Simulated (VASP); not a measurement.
A run of VASP 6.6.1:

INCAR

```
SYSTEM = MgO
ALGO = Normal
EDIFF = 1E-6
ENCUT = 600
GGA_COMPAT = .FALSE.
ISIF = 2
ISMEAR = 0
LASPH = .TRUE.
LCHARG = .TRUE.
LELF = .TRUE.
LREAL = .FALSE.
LVHAR = .TRUE.
LWAVE = .FALSE.
NBANDS = 11
NELM = 120
PREC = Accurate
SIGMA = 0.02
```

Contents of KPOINTS:

```
k-points
0
G
  10 10 10
  0 0 0
```

The input POSCAR:

```
MgO
1.0
    0.0000000000      2.0803236596      2.0803236596
    2.0803236596      0.0000000000      2.0803236596
    2.0803236596      2.0803236596      0.0000000000
Mg O
1 1
Direct
    0.0000000000      0.0000000000      0.0000000000
    0.5000000000      0.5000000000      0.5000000000
```

Potentials or basis: VASP PAW LDA potentials, release 64 (Mg, O).

Run with:

```bash
$ cat potpaw_LDA.64/Mg/POTCAR potpaw_LDA.64/O/POTCAR > POTCAR
$ mpirun -np 1 vasp_std > vasp.out
```

Hardware: 1 thread of Intel Xeon 8259CL, with other jobs on the host.

Q: How long does it take, and how much memory?

A: It took 16 s on 1 thread of Intel Xeon 8259CL, with other jobs on the host, peak memory 0.13 GiB. Counts: scf iterations 11, k points 47.
